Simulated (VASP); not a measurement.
Wanted: the native input for a VASP 6.6.1 run.

- Task: relaxation of cell and atoms
- Functional: PBE
- Potentials or basis: VASP PAW PBE potentials, release 64 (Pt)
- Cutoff: 500 eV
- k mesh: 8 × 8 × 8
- Occupations: gaussian, width 0.1 eV
- Spin: no spin polarisation
- Dipole correction: no
- Further INCAR settings: ALGO = Normal; EDIFF = 1e-07; IBRION = 2; EDIFFG = -0.05; NSW = 100; ISIF = 3

The structure of Pt lies in POSCAR:

```
Pt
1.0
    0.0000000000      1.9609000000      1.9609000000
    1.9609000000      0.0000000000      1.9609000000
    1.9609000000      1.9609000000      0.0000000000
Pt
1
Direct
    0.0000000000      0.0000000000      0.0000000000
```

These files were run (other wordings do the same):

INCAR

```
SYSTEM = Pt
PREC = Accurate
ENCUT = 500
EDIFF = 1E-7
ISMEAR = 0
SIGMA = 0.1
LREAL = .FALSE.
LASPH = .TRUE.
NELM = 120
ALGO = Normal
ISIF = 3
LWAVE = .FALSE.
LCHARG = .FALSE.
GGA = PE
IBRION = 2
NSW = 100
EDIFFG = -0.05
GGA_COMPAT = .FALSE.
NELMIN = 4
```

KPOINTS

```
Automatic mesh
0
G
  8 8 8
  0 0 0
```

Potentials or basis: VASP PAW PBE potentials, release 64 (Pt).

Run with:

```bash
$ cat potpaw_PBE.64/Pt/POTCAR > POTCAR
$ mpirun -np 1 vasp_std > vasp.out
```

Results of the run:

The relaxed volume is 15.59 Å³/atom and the relaxed cell is a = 2.804 Å, b = 2.804 Å, c = 2.804 Å, α = 60.00°, β = 60.00°, γ = 60.00°. The space group after relaxing (to 0.05 Å) is Fm-3m (No. 225). The energy gained by relaxing is 13.1 meV/atom and the ionic steps are 3. The pressure after relaxing is -0.2 GPa and the band gap on the k mesh is zero (band 5 reaches 11.06 eV, above the bottom of band 6 at 8.96 eV).

Caveat: spin-orbit coupling is left out, which moves the levels of the heavy elements.

It took 13 s on 1 thread of AMD EPYC 7R43 64-Core Processor (Zen 3), on a shared host, peak memory 0.1 GiB.
